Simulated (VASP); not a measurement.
Here is a VASP 6.6.1 calculation.

INCAR

```
  PREC = Accurate
  ENCUT = 520
  EDIFF = 1E-6
  ISMEAR = -1
  SIGMA = 0.05
  LREAL = False
  LASPH = True
  NELM = 60
  ALGO = Normal
  ISIF = 2
  LWAVE = False
  LCHARG = False
  GGA = B5
  ALDAX = 1.0
  AGGAX = 1.0
  AGGAC = 1.0
  ALDAC = 0.0
  IVDW = 13
  VDW_S6 = 1.0
  VDW_S8 = 2.34076671
  VDW_A1 = 0.44488865
  VDW_A2 = 4.0933009
  NBANDS = 16
```

KPOINTS

```
regular mesh
0
Gamma
  12 12 6
```

File POSCAR:

```
BN
1.0
    2.5440191099      0.0000000000      0.0000000000
   -1.2720095550      2.2031851769      0.0000000000
    0.0000000000      0.0000000000      4.2079648154
N B
2 2
Direct
    0.3333333333      0.6666666667      0.1251671259
    0.6666666667      0.3333333333      0.6251671259
    0.3333333333      0.6666666667      0.4998328741
    0.6666666667      0.3333333333      0.9998328741
```

Potentials or basis: VASP PAW PBE potentials, release 64 (N, B).

Run with:

```bash
$ cat potpaw_PBE.64/N/POTCAR potpaw_PBE.64/B/POTCAR > POTCAR
$ mpirun -np 1 vasp_std > vasp.out
```

(1) Estimate the dispersion energy per atom.

(2) Estimate the largest force.

(3) Estimate the pressure.

## Answers

(1) -0.466 eV.

(2) 0.003 eV/Å.

(3) 0.0 GPa.

Caveat: the PAW data sets were made with another functional, which shifts forces and pressure a little.
